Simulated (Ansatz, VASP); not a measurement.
# One calculation of Sb, two programs

```
Sb
1.0
     3.25037    0.00000    0.00000
     0.00000    3.25037    0.00000
     0.00000    0.00000    3.25037
Sb
1
Direct
  0.00000 0.00000 0.00000
```

Alike in both runs: task single point; functional RPBE; k mesh 11 × 11 × 11; occupations fermi-dirac, width 0.1 eV; no spin polarisation.

|  | VASP | Ansatz |
| --- | --- | --- |
| version | VASP 6.6.1 | Ansatz 0.2.0 |
| potentials or method | VASP PAW PBE potentials, release 64 (Sb), cutoff 520 eV | plane waves (420 eV) with PAW, scalar-relativistic |
| valence electrons in the cell | 5 | 15 |

```tsv
	VASP	Ansatz	Ansatz less VASP
pressure (GPa)	-4.1	-4.1	+0.09
```

VASP's potentials were made for PBE, not for RPBE. The functional is the same, so the differences come from potentials, cutoffs and numerics. VASP's potentials hold 5 valence electrons a cell and Ansatz's 15, so a difference there can come from the potentials and not from the codes.

Spin-orbit coupling is off throughout.
